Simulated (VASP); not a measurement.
# Sb (R-3m) in VASP: a series of runs

Aim: see how the results for Sb move with the level of theory and the settings. Levels: PBE, RPBE, RPBE+D4, PBE exchange alone. Tasks: single point, relaxation of cell and atoms.

All numbers are computed with VASP 6.6.1; they aren't measurements. Logs are shortened: lines on timing, memory, paths and dates and some standing lists are left out, and cuts for length are marked.

### Step 1. The cell of the first run

Symmetry: R-3m, No. 166, trigonal system. Conventional cell: a = 4.308 Å, b = 4.308 Å, c = 11.274 Å, α = 90.00°, β = 90.00°, γ = 120.00°. Sb (site symmetry 3m) has 6 Sb at 2.91 to 3.35 Å within 3.8 Å.

### Step 2. Single point, PBE

File INCAR:

```
PREC = Accurate
ENCUT = 520
EDIFF = 1E-7
ISMEAR = 0
SIGMA = 0.1
LREAL = False
LASPH = True
NELM = 60
ALGO = Normal
ISIF = 2
LWAVE = False
LCHARG = False
GGA = PE
NBANDS = 12
```

File KPOINTS:

```
Automatic mesh
0
Gamma
  8 8 8
```

File POSCAR:

```
Sb
1.0
    2.1542000000      1.2437279499      3.7580000000
   -2.1542000000      1.2437279499      3.7580000000
    0.0000000000     -2.4874558998      3.7580000000
Sb
2
Direct
    0.7665100000      0.7665100000      0.7665100000
    0.2334900000      0.2334900000      0.2334900000
```

Potentials or basis: VASP PAW PBE potentials, release 64 (Sb).

On the command line:

```console
$ cat potpaw_PBE.64/Sb/POTCAR > POTCAR
$ mpirun -np 1 vasp_std > vasp.out
```

OUTCAR:

```text
PREC = Accurate
   ENCUT = 520
   EDIFF = 1E-7
   ISMEAR = 0
   LREAL = False
   LASPH = True
   NELM = 60
   ISIF = 2
   GGA = PE

 ion  position               nearest neighbor table
   1  0.767  0.767  0.767-   2 2.91   2 2.91   2 2.91   2 3.35   2 3.35   2 3.35
   2  0.233  0.233  0.233-   1 2.91   1 2.91   1 2.91   1 3.35   1 3.35   1 3.35

  LATTYP: Found a trigonal (rhomboedric) cell.
 ALAT       =     4.5066618304
 COS(alpha) =     0.5430253624

  Lattice vectors:

 A1 = (   2.1542000000,   1.2437279499,   3.7580000000)
 A2 = (  -2.1542000000,   1.2437279499,   3.7580000000)
 A3 = (   0.0000000000,  -2.4874558998,   3.7580000000)

Analysis of symmetry for initial positions (statically):
=====================================================================
 Subroutine PRICEL returns:
 Original cell was already a primitive cell.

 Routine SETGRP: Setting up the symmetry group for a
 trigonal (rhombohedral) supercell.

 Subroutine GETGRP returns: Found 12 space group operations
 (whereof 12 operations were pure point group operations)
 out of a pool of 12 trial point group operations.

The static configuration has the point symmetry D_3d.

Analysis of symmetry for dynamics (positions and initial velocities):
=====================================================================
 Subroutine PRICEL returns:
 Original cell was already a primitive cell.

 Routine SETGRP: Setting up the symmetry group for a
 trigonal (rhombohedral) supercell.

 Subroutine GETGRP returns: Found 12 space group operations
 (whereof 12 operations were pure point group operations)
 out of a pool of 12 trial point group operations.

The dynamic configuration has the point symmetry D_3d.

 Subroutine INISYM returns: Found 12 space group operations
 (whereof 12 operations are pure point group operations),
 and found     1 'primitive' translations

----------------------------------------------------------------------------------------

                                     Primitive cell

  volume of cell :      60.4115

  direct lattice vectors                    reciprocal lattice vectors
     2.154200000  1.243727950  3.758000000     0.232104726  0.134005726  0.088699663
    -2.154200000  1.243727950  3.758000000    -0.232104726  0.134005726  0.088699663
     0.000000000 -2.487455900  3.758000000     0.000000000 -0.268011452  0.088699663

  length of vectors
     4.506661830  4.506661830  4.506661830     0.282307932  0.282307932  0.282307932

  position of ions in fractional coordinates (direct lattice)
     0.766510000  0.766510000  0.766510000
     0.233490000  0.233490000  0.233490000

  ion indices of the primitive-cell ions
   primitive index   ion index
                 1           1
                 2           2

----------------------------------------------------------------------------------------

 KPOINTS: Automatic mesh

Automatic generation of k-mesh.
 Grid dimensions read from file:
 generate k-points for:    8    8    8

 Generating k-lattice:

  Cartesian coordinates                     Fractional coordinates (reciprocal lattice)
     0.029013091  0.016750716  0.011087458     0.125000000  0.000000000  0.000000000
    -0.029013091  0.016750716  0.011087458     0.000000000  0.125000000  0.000000000
     0.000000000 -0.033501431  0.011087458     0.000000000  0.000000000  0.125000000

  Length of vectors
     0.035288491  0.035288491  0.035288491

  Shift w.r.t. Gamma in fractional coordinates (k-lattice)
     0.000000000  0.000000000  0.000000000

 Subroutine IBZKPT returns following result:
 ===========================================

 Found     65 irreducible k-points:

 Following reciprocal coordinates:
            Coordinates               Weight
  0.000000  0.000000  0.000000      1.000000
  0.125000 -0.000000  0.000000      6.000000
  0.250000 -0.000000  0.000000      6.000000
  0.375000 -0.000000 -0.000000      6.000000
  0.500000 -0.000000  0.000000      3.000000
  0.125000  0.125000  0.000000      6.000000
[... 16 lines left out ...]
  0.250000  0.125000  0.125000      6.000000
  0.375000  0.125000  0.125000      6.000000
 [... further k-points ...]
   k-points           NKPTS =     65   k-points in BZ     NKDIM =     65   number of bands    NBANDS=     12
   number of dos      NEDOS =    301   number of ions     NIONS =      2
   total plane-waves  NPLWV =  46656
   dimension x,y,z NGX =    36 NGY =   36 NGZ =   36
   dimension x,y,z NGXF=    72 NGYF=   72 NGZF=   72
   ions per type =               2
   NGX,Y,Z   is equivalent  to a cutoff of  13.28, 13.28, 13.28 a.u.
   NGXF,Y,Z  is equivalent  to a cutoff of  26.56, 26.56, 26.56 a.u.
 SYSTEM =  unknown system
   PREC   = accura    normal or accurate (medium, high low for compatibility)
   ISTART =      0    job   : 0-new  1-cont  2-samecut
   ICHARG =      2    charge: 1-file 2-atom 10-const
   ISPIN  =      1    spin polarized calculation?
   LNONCOLLINEAR =      F non collinear calculations
   LSORBIT =      F    spin-orbit coupling
   LASPH  =      T    aspherical Exc in radial PAW
   ENCUT  =  520.0 eV  38.22 Ry    6.18 a.u.   8.38  8.38  8.38*2*pi/ulx,y,z
   NELM   =     60;   NELMIN=  2; NELMDL= -5     # of ELM steps
   EDIFF  = 0.1E-06   stopping-criterion for ELM
   LREAL  =      F    real-space projection
   EDIFFG = 0.1E-05   stopping-criterion for IOM
   NSW    =      0    number of steps for IOM
   IBRION =     -1    ionic relax: 0-MD 1-quasi-New 2-CG
   NFREE  =      0    steps in history (QN), initial steepest desc. (CG)
   ISIF   =      2    stress and relaxation
   ISYM   =      2    0-nonsym 1-usesym 2-fastsym
   POTIM  = 0.5000    time-step for ionic-motion
   TEBEG  =    0.0;   TEEND  =   0.0 temperature during run
   PSTRESS=    0.0 pullay stress
   NELECT =      10.0000    total number of electrons
   NUPDOWN=      -1.0000    fix difference up-down
   EMIN   =  10.00;   EMAX   =-10.00  energy-range for DOS
   EFERMI =   0.00;   METHOD = LEGACY
   ISMEAR =     0;   SIGMA  =   0.10  broadening in eV -4-tet -1-fermi 0-gaus
   EFERMI_NEDOS =   21; number of points for ismear=-14 and -15
   IALGO  =     38    algorithm
   IMIX   =      4    mixing-type and parameters
     AMIX     =   0.40;   BMIX     =  1.00
     AMIX_MAG =   1.60;   BMIX_MAG =  1.00
  volume/ion in A,a.u.               =      30.21       203.84
  Fermi-wavevector in a.u.,A,eV,Ry     =   0.898880  1.698637 10.993305  0.807985
  Thomas-Fermi vector in A             =   2.021644
   LORBIT       =      0    0 simple, 1 ext, 2 COOP (PROOUT), +10 PAW based schemes
   GGA     = PE    functional components
   LHFCALC =     F    Hartree Fock is set to
   AEXX    =    0.0000 exact exchange contribution
   IVDW    =     0    specifies the selected vdW correction
   LEPSILON=     F    determine dielectric tensor
   LRPA    =     F    only Hartree local field effects (RPA)
 non-spin polarized calculation
 Gauss-broadening in eV      SIGMA  =   0.10
  energy-cutoff  :      520.00
  volume of cell :       60.41
 maximum number of plane-waves:      1638
 NGX is ok and might be reduce to    36
   NGX = 17   NGY = 17   NGZ = 17

 number of electron      10.0000000 magnetization

 Free energy of the ion-electron system (eV)
  ---------------------------------------------------
  ext. energy  EPLUGINS =         0.00000000
  ---------------------------------------------------
  free energy    TOTEN  =        -8.25725983 eV

  energy without entropy =       -8.25537003  energy(sigma->0) =       -8.25631493

 E-fermi :   7.3822     XC(G=0):  -9.5307

 val. band max:        7.3777950941   @ k =   0.3750   0.1250   0.1250
 cond. band min:       7.4207286673   @ k =   0.5000   0.5000   0.5000
 fundamental gap:      0.0429335731
 Fermi energy:         7.3822020941

 k-point     1 :       0.0000    0.0000    0.0000
  band No.  band energies     occupation
      1      -5.4392      2.00000
      2       2.4910      2.00000
      3       5.2202      2.00000
      4       5.4835      2.00000
      5       5.4835      2.00000
      6       9.3465      0.00000
      7       9.9801      0.00000
      8       9.9801      0.00000
      9      12.3695      0.00000
     10      12.3695      0.00000
     11      12.5311      0.00000
     12      13.8746      0.00000

 k-point     2 :       0.1250   -0.0000    0.0000
  band No.  band energies     occupation
      1      -5.2667      2.00000
      2       1.7593      2.00000
      3       5.2597      2.00000
      4       5.4424      2.00000
      5       5.7599      2.00000
      6       9.2427      0.00000
      7       9.5455      0.00000
      8       9.5846      0.00000
      9      11.8397      0.00000
     10      12.2848      0.00000
     11      12.4591      0.00000
     12      14.9617      0.00000

 k-point     3 :       0.2500   -0.0000    0.0000
  band No.  band energies     occupation
      1      -4.7544      2.00000
      2       0.2941      2.00000
      3       5.2780      2.00000
      4       5.3701      2.00000
      5       6.2101      2.00000
      6       8.5404      0.00000
      7       8.6645      0.00000
      8       8.7507      0.00000
      9      12.1976      0.00000
     10      12.7838      0.00000
     11      13.2934      0.00000
     12      17.0533      0.00000
[... 286 lines left out ...]
 k-point    23 :       0.2500    0.1250    0.1250
  band No.  band energies     occupation
      1      -5.0352      2.00000
      2       0.9452      2.00000
      3       4.5059      2.00000
      4       5.8257      2.00000
      5       6.7335      2.00000
      6       8.4456      0.00000
      7       8.5077      0.00000
      8      10.2477      0.00000
      9      12.0471      0.00000
     10      12.5180      0.00000
     11      13.3368      0.00000
     12      14.7299      0.00000

 k-point    24 :       0.3750    0.1250    0.1250
  band No.  band energies     occupation
      1      -4.4410      2.00000
      2      -0.2521      2.00000
      3       3.9129      2.00000
      4       5.7460      2.00000
      5       7.3778      1.04970
      6       7.4751      0.18881
      7       7.9583      0.00000
      8      10.3281      0.00000
      9      12.2791      0.00000
     10      13.2343      0.00000
     11      14.4678      0.00000
     12      16.2175      0.00000

 [... further k-points ...]

------------------------ aborting loop because EDIFF is reached ----------------------------------------

  FORCE on cell =-STRESS in cart. coord.  units (eV):
  Direction    XX          YY          ZZ          XY          YZ          ZX
  --------------------------------------------------------------------------------------
  -------------------------------------------------------------------------------------
  Total        1.1238435      1.1238435      0.8790479      0.0000000      0.0000000      0.0000000
  in kB       29.8055387     29.8055387     23.3132962      0.0000000      0.0000000      0.0000000
  external PRESSURE =      27.6414579 kB  Pullay stress =       0.0000000 kB

 VOLUME and BASIS-vectors are now :
 -----------------------------------------------------------------------------
  energy-cutoff  :      520.00
  volume of cell :       60.41
      direct lattice vectors                 reciprocal lattice vectors
     2.154200000  1.243727950  3.758000000     0.232104726  0.134005726  0.088699663
    -2.154200000  1.243727950  3.758000000    -0.232104726  0.134005726  0.088699663
     0.000000000 -2.487455900  3.758000000     0.000000000 -0.268011452  0.088699663

 POSITION                                       TOTAL-FORCE (eV/Angst)
 -----------------------------------------------------------------------------------
      0.00000      0.00000      8.64163         0.000000     -0.000000     -0.197090
      0.00000      0.00000      2.63237         0.000000      0.000000      0.197090
 -----------------------------------------------------------------------------------
    total drift:                                0.000000     -0.000000     -0.000000

  FREE ENERGIE OF THE ION-ELECTRON SYSTEM (eV)
  ---------------------------------------------------
  free  energy   TOTEN  =        -8.2572598343 eV

  energy  without entropy=       -8.2553700344  energy(sigma->0) =       -8.25631493
```

Run time: 76 s. Hardware: 1 thread of Intel Xeon 8259CL, shared host; peak memory 0.22 GiB.

Results:

| Quantity | Value |
| --- | --- |
| Free energy | -8.2573 eV |
| Pressure | 2.8 GPa |
| Largest force | 0.197 eV/Å |
| Band gap on the k mesh | zero (band 5 reaches 7.38 eV, above the bottom of band 6 at 7.08 eV) |

Forces on the atoms (eV/Å):
```
Sb   0.000  0.000 -0.197
Sb   0.000  0.000  0.197
```

Caveat: spin-orbit coupling is left out, which moves the levels of the heavy elements.

(Continued in part 2 of 3.)
